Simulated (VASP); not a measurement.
Here is a VASP 6.6.1 calculation.

Contents of INCAR:

```
SYSTEM = Ir12Cl
ALGO     = Normal         ! electronic algorithm
EDIFF    = 1E-7           ! SCF threshold, eV
ENCUT    = 520            ! plane-wave cutoff, eV
GGA      = PE             ! functional
ISIF     = 2              ! what is computed and relaxed
ISMEAR   = -1             ! smearing method
IVDW     = 12             ! dispersion correction
LASPH    = .True.         ! aspherical terms in the spheres
LCHARG   = .False.        ! write CHGCAR
LREAL    = .False.        ! projectors in reciprocal space
LWAVE    = .False.        ! write WAVECAR
NBANDS   = 70             ! bands
NELM     = 80             ! most SCF steps
PREC     = Accurate       ! precision mode
SIGMA    = 0.05           ! smearing width, eV
```

File KPOINTS:

```
k-points
0
Gamma
  3 3 1
  0 0 0
```

File POSCAR:

```
Ir12Cl
1.0
    5.4305800000      0.0000000000      0.0000000000
    2.7152900000      4.7030200000      0.0000000000
    0.0000000000      0.0000000000     16.4340500000
Ir Cl
12 1
Direct
    0.1666667000      0.1666667000      0.0608493000
    0.6666667000      0.1666667000      0.0608493000
    0.1666667000      0.6666667000      0.0608493000
    0.6666667000      0.6666667000      0.0608493000
   -0.1665994047      0.3331735778      0.1916097843
    0.3340460138      0.3318769256      0.1934468662
   -0.1677202981      0.8337086235      0.1933991496
    0.3339728113      0.8337010501      0.1933937385
   -0.0022167543      0.0043132672      0.3232763416
    0.5000532971     -0.0001225019      0.3276358383
   -0.0016346936      0.4973407122      0.3232469870
    0.5042985449      0.4972785794      0.3232504096
    0.5038195630     -0.0092400720      0.4687349139
```

Potentials or basis: VASP PAW PBE potentials, release 64 (Ir, Cl).

Command:

```bash
$ cat potpaw_PBE.64/Ir/POTCAR potpaw_PBE.64/Cl/POTCAR > POTCAR
$ mpirun -np 1 vasp_std > vasp.out
```

Task: Predict the band gap on the k mesh.

Result: Zero (an odd number of electrons rules out a gap without spin polarisation).

Task: What does it give for the largest force?

Result: 0.278 eV/Å.

Task: Estimate the dispersion energy per atom.

Result: -0.476 eV.

Forces in eV/Å, atoms in the order of the input:
```
Ir   0.114 -0.054  0.040
Ir  -0.115 -0.055  0.040
Ir   0.000 -0.004 -0.278
Ir   0.001  0.113  0.039
Ir   0.000 -0.001 -0.005
Ir   0.000  0.000 -0.004
Ir   0.000  0.001 -0.002
Ir   0.000  0.001 -0.001
Ir   0.000  0.002  0.045
Ir  -0.001 -0.005  0.050
Ir  -0.003 -0.001  0.041
Ir   0.003 -0.001  0.041
Cl   0.000  0.004 -0.006
```

Caveat: the k points lie up to 0.45 Å⁻¹ apart, too coarse for converged energies and pressures of a metal; there is no dipole correction, which matters where the two faces differ; spin-orbit coupling is left out, which moves the levels of the heavy elements.
